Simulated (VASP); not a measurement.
Wanted: the native input for a VASP 6.6.1 run.

```
Task                   : single point
Functional             : LDA
Potentials or basis    : VASP PAW LDA potentials, release 64 (In_d, Pt)
Cutoff                 : 500 eV
k mesh                 : 6 × 6 × 6
Occupations            : fermi-dirac, width 0.15 eV
Spin                   : no spin polarisation
Dipole correction      : no
Further INCAR settings : ALGO = Normal; EDIFF = 1e-06; NBANDS = 30
```

The structure of InPt3 lies in POSCAR:

```
InPt3
1.0
    3.9666991087      0.0000000000      0.0000000000
    0.0000000000      3.9666991087      0.0000000000
    0.0000000000      0.0000000000      3.9666991087
In Pt
1 3
Direct
    0.0000000000      0.0000000000      0.0000000000
    0.5000000000      0.5000000000      0.0000000000
    0.0000000000      0.5000000000      0.5000000000
    0.5000000000      0.0000000000      0.5000000000
```

These files were run (other wordings do the same):

INCAR

```
SYSTEM = InPt3
PREC     = Accurate       ! precision mode
ENCUT    = 500            ! plane-wave cutoff, eV
EDIFF    = 1E-6           ! SCF threshold, eV
ISMEAR   = -1             ! smearing method
SIGMA    = 0.15           ! smearing width, eV
LREAL    = .False.        ! projectors in reciprocal space
LASPH    = .True.         ! aspherical terms in the spheres
NELM     = 120            ! most SCF steps
ALGO     = Normal         ! electronic algorithm
ISIF     = 2              ! what is computed and relaxed
LWAVE    = .False.        ! write WAVECAR
LCHARG   = .False.        ! write CHGCAR
GGA      = CA             ! functional
NBANDS   = 30             ! bands
GGA_COMPAT= .False.
```

KPOINTS

```
Automatic mesh
0
Gamma
  6 6 6
  0 0 0
```

Potentials or basis: VASP PAW LDA potentials, release 64 (In_d, Pt).

The run is started by

```bash
$ cat potpaw_LDA.64/In_d/POTCAR potpaw_LDA.64/Pt/POTCAR > POTCAR
$ mpirun -np 1 vasp_std > vasp.out
```

It gave:

```yaml
Pressure: 0.9 GPa
Band_gap_on_the_k_mesh: zero (an odd number of electrons rules out a gap without spin polarisation)
```

Caveat: spin-orbit coupling is left out, which moves the levels of the heavy elements.

It took 13 s on 1 thread of Intel(R) Xeon(R) 6975P-C (Granite Rapids) (shared host), peak memory 0.16 GiB.
